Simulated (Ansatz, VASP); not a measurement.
BN in VASP and in Ansatz

```xyz
4
Lattice="2.5064 0.0000 0.0000 -1.2532 2.1706 0.0000 0.0000 0.0000 6.6141" Properties=species:S:1:pos:R:3 pbc="T T T"
B     0.0000    1.4471    1.6535
B     1.2532    0.7235    4.9606
N     0.0000    1.4471    4.9606
N     1.2532    0.7235    1.6535
```

Alike in both runs: task relaxation of cell and atoms; functional PBEsol; k mesh 12 × 12 × 4; occupations gaussian, width 0.02 eV; no spin polarisation.

```csv
,VASP,Ansatz
version,VASP 6.6.1,Ansatz 0.2.0
potentials or method,"VASP PAW PBE potentials, release 64 (B, N), cutoff 600 eV","scalar-relativistic, plane waves, PAW"
valence electrons in the cell,16,16
```

|  | VASP | Ansatz | Ansatz less VASP |
| --- | --- | --- | --- |
| gap on the k mesh at the Fermi level, each at its own relaxed structure (eV) | 4.23 | 4.27 | +0.040 |
| relaxed volume (Å³/atom) | 9.37 | 9.53 | +0.156 |
| relaxed length of the cell vector where the two differ most in proportion (Å) | 6.896 | 7.015 | +0.1188 |

VASP's potentials were made for PBE, not for PBEsol.
